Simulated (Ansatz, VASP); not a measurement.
**Sn: VASP beside Ansatz**

INCAR

```
SYSTEM = Sn
PREC = Accurate
ENCUT = 520
EDIFF = 1E-6
ISMEAR = -1
SIGMA = 0.03
LREAL = .False.
LASPH = .True.
NELM = 80
ALGO = Normal
ISIF = 2
LWAVE = .False.
LCHARG = .False.
NBANDS = 21
```

KPOINTS

```
Automatic mesh
0
Gamma
  9 9 9
  0 0 0
```

Contents of POSCAR:

```
Sn
1.0
    0.0000000000      3.2777367435      3.2777367435
    3.2777367435      0.0000000000      3.2777367435
    3.2777367435      3.2777367435      0.0000000000
Sn
2
Direct
    0.5000000000      0.5000000000      0.5000000000
    0.7500000000      0.7500000000      0.7500000000
```

Input for Ansatz:

```yaml
crystal:
  lattice:
    - [0.0, 3.2777367435, 3.2777367435]
    - [3.2777367435, 0.0, 3.2777367435]
    - [3.2777367435, 3.2777367435, 0.0]
  atoms:
    - { symbol: Sn, position: [0.5, 0.5, 0.5] }
    - { symbol: Sn, position: [0.75, 0.75, 0.75] }
kpoints:
  mp_grid: { grid: [9, 9, 9] }
scf:
  occupations: { method: fermi_dirac, width: 0.03 }
hamiltonian:
  xc: lda
  pseudopotentials: { kind: all_electron, lapw: { basis_error: 0.00025 } }
output:
  forces: true
  stress: true
  eigenvalues: true
```

Change from the starting cell: volume scaled by 1.03.

Alike in both runs: task single point; functional LDA; k mesh 9 × 9 × 9; occupations fermi-dirac, width 0.03 eV; no spin polarisation.

|  | VASP | Ansatz |
| --- | --- | --- |
| version | VASP 6.6.1 | Ansatz 0.2.0 |
| potentials or method | VASP PAW LDA potentials, release 64 (Sn_d), cutoff 520 eV | all-electron LAPW, scalar-relativistic |

```csv
,VASP,Ansatz,Ansatz less VASP
pressure (GPa),-1.5,-1.5,0.00
```

LDA's correlation is that of Perdew and Zunger in VASP and of Perdew and Wang (1992) in Ansatz. Ansatz ran all-electron here, and VASP with PAW potentials.
